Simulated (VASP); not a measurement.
# TiAl7O12 (P1) in VASP: single point with PBEsol+U

Aim: the single point of TiAl7O12 with PBEsol+U.

Program: VASP 6.6.1. These are calculated values, not measurements. Logs are shortened: lines on timing, memory, paths and dates and some standing lists are left out, and cuts for length are marked.

## 1. The cell of the first run

The typed cell holds 20 atoms: a = 10.253 Å, b = 5.127 Å, c = 5.127 Å, α = 55.25°, β = 55.25°, γ = 55.25°.

## 2. Single point, PBEsol+U, collinear spin

Contents of INCAR:

```
SYSTEM = TiAl7O12
PREC = Accurate ; ENCUT = 520
EDIFF = 1E-7 ; ISMEAR = 0
SIGMA = 0.05 ; LREAL = Auto
LASPH = .True. ; NELM = 150
ALGO = Normal ; ISIF = 2
LWAVE = .False. ; LCHARG = .False.
ISPIN = 2 ; MAGMOM = 0.73 0 0 0 0 0 0 0 0 0 0 0 -0.01 0 0.01 0 0 -0.01 0.01 0
LORBIT = 11 ; LMAXMIX = 4
LDAU = .True. ; LDAUTYPE = 2
LDAUL = 2 -1 -1 ; LDAUU = 3 0 0
LDAUJ = 0 0 0 ; LDAUPRINT = 1
GGA = PS ; NBANDS = 72
```

Contents of KPOINTS:

```
regular mesh
0
Gamma
  2 4 4
  0 0 0
```

Contents of POSCAR:

```
TiAl7O12
1.0
    4.7540000000      2.7447232000      8.6600000000
   -2.3770000000      1.3723616000      4.3300000000
    0.0000000000     -2.7447232000      4.3300000000
Ti Al O
1 7 12
Direct
    0.4310895439      0.8537105160      0.8527636424
    0.9264267930      0.8547627793      0.8512993686
    0.3208735526      0.6555021356      0.6482231232
    0.8293177831      0.6421025599      0.6492226273
    0.0708654802      0.1564182977      0.1497272491
    0.5763110345      0.1423139014      0.1448565183
    0.1736654302      0.3590265429      0.3483682482
    0.6782918938      0.3456613498      0.3530068092
    0.0281296827      0.4463916841      0.7484442691
    0.5293032891      0.4241272260      0.7551563771
    0.3747895709      0.0580149191      0.4256730192
    0.8757292654      0.0569838979      0.4456010680
    0.2159051404      0.7598022220      0.0563120279
    0.7223536465      0.7453619700      0.0561197857
    0.4737019287      0.5239427442      0.2809350925
    0.9681514637      0.5614371604      0.2513750974
    0.1232471915      0.9502754149      0.5541532602
    0.6395362994      0.9334958924      0.5396027612
    0.2637401651      0.2792296520      0.9485231222
    0.7785708453      0.2514391343      0.9406365331
```

Potentials or basis: VASP PAW PBE potentials, release 64 (Ti_sv, Al, O).

Started as:

```
$ cat potpaw_PBE.64/Ti_sv/POTCAR potpaw_PBE.64/Al/POTCAR potpaw_PBE.64/O/POTCAR > POTCAR
$ mpirun -np 1 vasp_std > vasp.out
```

OUTCAR:

```text
SYSTEM = TiAl7O12
   PREC = Accurate
   ENCUT = 520
   EDIFF = 1E-7
   ISMEAR = 0
   LREAL = Auto
   LASPH = .True.
   NELM = 150
   ISIF = 2
   ISPIN = 2
   LORBIT = 11
   GGA = PS

 ion  position               nearest neighbor table
   1  0.431  0.854  0.853-  18 1.91  15 1.97  19 1.98  13 2.05  10 2.07  11 2.09   3 2.70   6 2.79
                             6 2.81   5 2.85
   2  0.926  0.855  0.851-  20 1.84  16 1.84  17 1.85  12 1.96   9 1.97  14 1.99   4 2.64   5 2.76
                             6 2.77   5 2.78   4 3.19   3 3.19   4 3.23
   3  0.321  0.656  0.648-  19 1.82  15 1.83  17 1.85  11 1.94  13 1.97  10 1.99   1 2.70   7 2.77
                             7 2.79   8 2.83   2 3.19
   4  0.829  0.642  0.649-  18 1.82  16 1.83  20 1.85   9 1.92  14 1.96  12 1.97   2 2.64   7 2.73
                             8 2.79   8 2.79   2 3.19   2 3.23
   5  0.071  0.156  0.150-  12 1.84  13 1.85   9 1.85  19 1.93  16 1.95  17 1.96   7 2.63   2 2.76
                             2 2.78   1 2.85   8 3.19   7 3.23   7 3.24
   6  0.576  0.142  0.145-  10 1.82  14 1.84  11 1.86  15 1.95  20 1.97  18 1.97   8 2.66   2 2.77
                             1 2.79   1 2.81   8 3.20   8 3.22   7 3.25
   7  0.174  0.359  0.348-  11 1.84  13 1.85   9 1.85  19 1.89  17 1.97  16 1.97   5 2.63   4 2.73
                             3 2.77   3 2.79   5 3.23   5 3.24   6 3.25
   8  0.678  0.346  0.353-  12 1.84  10 1.84  14 1.85  15 1.92  18 1.94  20 1.97   6 2.66   4 2.79
                             4 2.79   3 2.83   5 3.19   6 3.20   6 3.22
   9  0.028  0.446  0.748-   7 1.85   5 1.85   4 1.92   2 1.97
  10  0.529  0.424  0.755-   6 1.82   8 1.84   3 1.99   1 2.07
  11  0.375  0.058  0.426-   7 1.84   6 1.86   3 1.94   1 2.09
  12  0.876  0.057  0.446-   5 1.84   8 1.84   2 1.96   4 1.97
  13  0.216  0.760  0.056-   7 1.85   5 1.85   3 1.97   1 2.05
  14  0.722  0.745  0.056-   6 1.84   8 1.85   4 1.96   2 1.99
  15  0.474  0.524  0.281-   3 1.83   8 1.92   6 1.95   1 1.97
  16  0.968  0.561  0.251-   4 1.83   2 1.84   5 1.95   7 1.97
  17  0.123  0.950  0.554-   2 1.85   3 1.85   5 1.96   7 1.97
  18  0.640  0.933  0.540-   4 1.82   1 1.91   8 1.94   6 1.97
  19  0.264  0.279  0.949-   3 1.82   7 1.89   5 1.93   1 1.98
  20  0.779  0.251  0.941-   2 1.84   4 1.85   8 1.97   6 1.97

  LATTYP: Found a base centered monoclinic cell.
 ALAT       =     9.0845531184
 B/A-ratio  =     0.5233058759
 C/A-ratio  =     0.9063923615
 COS(beta)  =    -0.3021307872

  Lattice vectors:

 A1 = (  -2.3770000000,   1.3723616000,   4.3300000000)
 A2 = (   0.0000000000,  -2.7447232000,   4.3300000000)
 A3 = (   7.1310000000,   4.1170848000,   0.0000000000)

Analysis of symmetry for initial positions (statically):
=====================================================================
 Subroutine PRICEL returns:
 Original cell was already a primitive cell.

 Routine SETGRP: Setting up the symmetry group for a
 base centered monoclinic supercell.

 Subroutine GETGRP returns: Found  1 space group operations
 (whereof  1 operations were pure point group operations)
 out of a pool of  4 trial point group operations.

The static configuration has the point symmetry C_1 .

Analysis of symmetry for dynamics (positions and initial velocities):
=====================================================================
 Subroutine PRICEL returns:
 Original cell was already a primitive cell.

 Routine SETGRP: Setting up the symmetry group for a
 base centered monoclinic supercell.

 Subroutine GETGRP returns: Found  1 space group operations
 (whereof  1 operations were pure point group operations)
 out of a pool of  4 trial point group operations.

The dynamic configuration has the point symmetry C_1 .

Analysis of structural, dynamic, and magnetic symmetry:
=====================================================================
 Subroutine PRICEL returns:
 Original cell was already a primitive cell.

 Routine SETGRP: Setting up the symmetry group for a
 base centered monoclinic supercell.

 Subroutine GETGRP returns: Found  1 space group operations
 (whereof  1 operations were pure point group operations)
 out of a pool of  4 trial point group operations.

The overall configuration has the point symmetry C_1 .

 Subroutine INISYM returns: Found  1 space group operations
 (whereof  1 operations are pure point group operations),
 and found     1 'primitive' translations

----------------------------------------------------------------------------------------

                                     Primitive cell

  volume of cell :     169.4989

  direct lattice vectors                    reciprocal lattice vectors
     4.754000000  2.744723200  8.660000000     0.105174590  0.060722577  0.038491147
    -2.377000000  1.372361600  4.330000000    -0.210349180  0.121445155  0.076982294
     0.000000000 -2.744723200  4.330000000     0.000000000 -0.242890309  0.076982294
[... 160 lines left out ...]
   angular momentum for each species LDAUL =     2   -1   -1
   U (eV)           for each species LDAUU =   3.0  0.0  0.0
   J (eV)           for each species LDAUJ =   0.0  0.0  0.0
   GGA     = PS    functional components
   LHFCALC =     F    Hartree Fock is set to
   AEXX    =    0.0000 exact exchange contribution
   IVDW    =     0    specifies the selected vdW correction
   LEPSILON=     F    determine dielectric tensor
   LRPA    =     F    only Hartree local field effects (RPA)
 spin polarized calculation
 Gauss-broadening in eV      SIGMA  =   0.05
  energy-cutoff  :      520.00
  volume of cell :      169.50
 maximum number of plane-waves:      4578
 NGX is ok and might be reduce to    80
   NGX = 39   NGY = 19   NGZ = 19

atom =   1  type =  1  l = 2

 onsite density matrix

spin component  1

  0.4108 -0.1820  0.2061 -0.1104 -0.1918
 -0.1820  0.3610 -0.1764  0.1020  0.1437
  0.2061 -0.1764  0.2185 -0.0776 -0.1305
 -0.1104  0.1020 -0.0776  0.1804  0.0095
 -0.1918  0.1437 -0.1305  0.0095  0.2277

spin component  2

  0.1037  0.0683 -0.0048 -0.0002 -0.0017
  0.0683  0.1314  0.0037  0.0059 -0.0159
 -0.0048  0.0037  0.0616  0.0009  0.0036
 -0.0002  0.0059  0.0009  0.1280 -0.0587
 -0.0017 -0.0159  0.0036 -0.0587  0.0992

 occupancies and eigenvectors

  o =  0.0422  v =  0.0000  0.0000  0.0000  0.0000  0.0000 -0.6139  0.5395 -0.3406  0.2382  0.3993      0.0000  0.0000  0.0000  0.0000  0.0000  0.0000  0.0000  0.0000  0.0000  0.0000
  o =  0.0553  v =  0.0000  0.0000  0.0000  0.0000  0.0000 -0.4083  0.2705 -0.0101 -0.5612 -0.6671      0.0000  0.0000  0.0000  0.0000  0.0000  0.0000  0.0000  0.0000  0.0000  0.0000
  o =  0.0625  v =  0.4073 -0.2638  0.0041  0.5579  0.6732  0.0000  0.0000  0.0000  0.0000  0.0000      0.0000  0.0000  0.0000  0.0000  0.0000  0.0000  0.0000  0.0000  0.0000  0.0000
  o =  0.0641  v =  0.0000  0.0000  0.0000  0.0000  0.0000  0.2257 -0.2006 -0.9401 -0.0881 -0.1313      0.0000  0.0000  0.0000  0.0000  0.0000  0.0000  0.0000  0.0000  0.0000  0.0000
  o =  0.0713  v =  0.2821 -0.2491 -0.9037 -0.1090 -0.1726  0.0000  0.0000  0.0000  0.0000  0.0000      0.0000  0.0000  0.0000  0.0000  0.0000  0.0000  0.0000  0.0000  0.0000  0.0000
  o =  0.1677  v =  0.0000  0.0000  0.0000  0.0000  0.0000  0.3648  0.3527  0.0070 -0.6973  0.5062      0.0000  0.0000  0.0000  0.0000  0.0000  0.0000  0.0000  0.0000  0.0000  0.0000
  o =  0.1786  v =  0.3597  0.3569  0.0023 -0.7004  0.5027  0.0000  0.0000  0.0000  0.0000  0.0000      0.0000  0.0000  0.0000  0.0000  0.0000  0.0000  0.0000  0.0000  0.0000  0.0000
  o =  0.1946  v =  0.0000  0.0000  0.0000  0.0000  0.0000 -0.5219 -0.6864  0.0067 -0.3665  0.3494      0.0000  0.0000  0.0000  0.0000  0.0000  0.0000  0.0000  0.0000  0.0000  0.0000
  o =  0.2111  v =  0.5139  0.6930 -0.0092  0.3692 -0.3452  0.0000  0.0000  0.0000  0.0000  0.0000      0.0000  0.0000  0.0000  0.0000  0.0000  0.0000  0.0000  0.0000  0.0000  0.0000
  o =  0.8749  v = -0.6009  0.5106 -0.4280  0.2235  0.3809  0.0000  0.0000  0.0000  0.0000  0.0000      0.0000  0.0000  0.0000  0.0000  0.0000  0.0000  0.0000  0.0000  0.0000  0.0000

 number of electron     105.0000005 magnetization       0.9999950

 Free energy of the ion-electron system (eV)
  ---------------------------------------------------
  ext. energy  EPLUGINS =         0.00000000
  ---------------------------------------------------
  free energy    TOTEN  =      -158.30599132 eV

  energy without entropy =     -158.30599132  energy(sigma->0) =     -158.30599132

 E-fermi :   9.7449     XC(G=0): -12.1079

 val. band max:        9.4069123177   @ k =   0.5000   0.5000   0.5000
 cond. band min:      11.1459885703   @ k =   0.0000   0.5000   0.0000
 fundamental gap:      1.7390762526
 Fermi energy:         9.7449011996

 spin component 1

 k-point     1 :       0.0000    0.0000    0.0000
  band No.  band energies     occupation
      1     -48.4973      1.00000
      2     -25.2888      1.00000
      3     -24.8556      1.00000
      4     -24.7727      1.00000
      5     -12.9611      1.00000
      6     -11.8106      1.00000
[... 1329 lines left out ...]
     63      17.2887      0.00000
     64      17.4122      0.00000
 Fermi energy:         9.7449011996

 spin component 2

 k-point     1 :       0.0000    0.0000    0.0000
  band No.  band energies     occupation
      1     -47.6552      1.00000
      2     -24.9654      1.00000
      3     -23.8175      1.00000
      4     -23.6289      1.00000
      5     -12.9551      1.00000
      6     -11.8038      1.00000
[... 1329 lines left out ...]
     63      17.3048      0.00000
     64      17.4364      0.00000
 [bands above 64 left out]

------------------------ aborting loop because EDIFF is reached ----------------------------------------

  FORCE on cell =-STRESS in cart. coord.  units (eV):
  Direction    XX          YY          ZZ          XY          YZ          ZX
  --------------------------------------------------------------------------------------
  -------------------------------------------------------------------------------------
  Total       14.1578237     13.2064259     10.4346475     -0.4645212     -0.7267000      0.4250408
  in kB      133.8259086    124.8328831     98.6328277     -4.3908564     -6.8690844      4.0176706
  external PRESSURE =     119.0972065 kB  Pullay stress =       0.0000000 kB

 VOLUME and BASIS-vectors are now :
 -----------------------------------------------------------------------------
  energy-cutoff  :      520.00
  volume of cell :      169.50
      direct lattice vectors                 reciprocal lattice vectors
     4.754000000  2.744723200  8.660000000     0.105174590  0.060722577  0.038491147
    -2.377000000  1.372361600  4.330000000    -0.210349180  0.121445155  0.076982294
     0.000000000 -2.744723200  4.330000000     0.000000000 -0.242890309  0.076982294

 POSITION                                       TOTAL-FORCE (eV/Angst)
 -----------------------------------------------------------------------------------
      0.02013      0.01422     11.12227        -0.063476     -0.061398     -0.058862
      2.37246      1.37925     15.41011         0.003777     -0.003748     -0.007737
     -0.03270      0.00110      8.42390         0.012983      0.009628      0.010118
      2.41630      1.37551     12.77333        -0.004441      0.001547      0.006857
     -0.03491     -0.00179      1.93931        -0.005989     -0.002882     -0.000094
      2.40150      1.37953      6.23430        -0.017177      0.010331     -0.004846
[... 12 lines left out ...]
      0.59009     -1.49634      7.60016        -0.111687     -0.003283      0.055761
      3.10365     -0.09976     11.90411        -0.004034     -0.010222      0.002124
 -----------------------------------------------------------------------------------
    total drift:                               -0.000569     -0.008968     -0.000415

  FREE ENERGIE OF THE ION-ELECTRON SYSTEM (eV)
  ---------------------------------------------------
  free  energy   TOTEN  =      -158.3059913166 eV

  energy  without entropy=     -158.3059913166  energy(sigma->0) =     -158.30599132

 total charge

# of ion       s       p       d       tot
------------------------------------------
    1        2.206   6.258   1.894  10.359
    2        0.316   0.412   0.000   0.728
    3        0.318   0.421   0.000   0.740
    4        0.320   0.428   0.000   0.748
    5        0.316   0.419   0.000   0.735
    6        0.317   0.417   0.000   0.734
[... 12 lines left out ...]
   19        1.549   3.644   0.000   5.194
   20        1.543   3.635   0.000   5.179
--------------------------------------------------
tot         22.979  52.813   1.894  77.686

 magnetization (x)

# of ion       s       p       d       tot
------------------------------------------
    1        0.006   0.008   0.870   0.885
    2       -0.000  -0.000   0.000  -0.000
    3        0.001   0.001   0.000   0.003
    4       -0.000  -0.000   0.000  -0.000
    5       -0.000  -0.000   0.000  -0.000
    6        0.001  -0.000   0.000   0.001
[... 12 lines left out ...]
   19       -0.000   0.005   0.000   0.005
   20       -0.000   0.000   0.000   0.000
--------------------------------------------------
tot          0.010   0.012   0.870   0.892
```

Wall time 26 min (1 thread of Intel Xeon 6975P-C (Granite Rapids), shared host); peak memory 0.62 GiB.

Results:

```
Free energy                                           : -158.3060 eV
Pressure                                              : 11.9 GPa
Largest force                                         : 0.238 eV/Å
Band gap on the k mesh                                : 1.74 eV (least direct gap 1.92 eV)
Net moment                                            : 1.00 μB per cell
Site moments                                          : Ti +0.89; Al -0.00, +0.00 (each value once); O +0.00, -0.00, -0.01, +0.01 (each value once) μB
Valence electrons inside the program's atomic spheres : Ti 10.36; Al 0.73, 0.74, 0.75 (each value once); O 5.18, 5.17, 5.19 (each value once)
```

Forces in eV/Å, atoms in the order of the input:
```
Ti  -0.063 -0.061 -0.059
Al   0.004 -0.004 -0.008
Al   0.013  0.010  0.010
Al  -0.004  0.002  0.007
Al  -0.006 -0.003  0.000
Al  -0.017  0.010 -0.005
Al  -0.006 -0.006  0.001
Al  -0.001  0.003  0.007
O   -0.010  0.000 -0.002
O    0.078  0.017 -0.058
O   -0.030  0.057 -0.053
O    0.001 -0.008 -0.003
O   -0.044 -0.085 -0.065
O    0.009  0.009  0.003
O    0.086 -0.102  0.065
O    0.000 -0.006 -0.006
O   -0.008  0.004 -0.002
O    0.115  0.177  0.110
O   -0.112 -0.003  0.056
O   -0.004 -0.010  0.002
```

Eigenvalues of the final occupation matrices:
| site | spin | trace | eigenvalues |
| --- | --- | --- | --- |
| site 1 d | 1 | 1.40 | 0.06 0.07 0.18 0.21 0.87 |
| site 1 d | 2 | 0.52 | 0.04 0.06 0.06 0.17 0.19 |

Caveat: the cell stands under pressure; the PAW data sets were made with another functional, which shifts forces and pressure a little. A k mesh can miss the band edges.
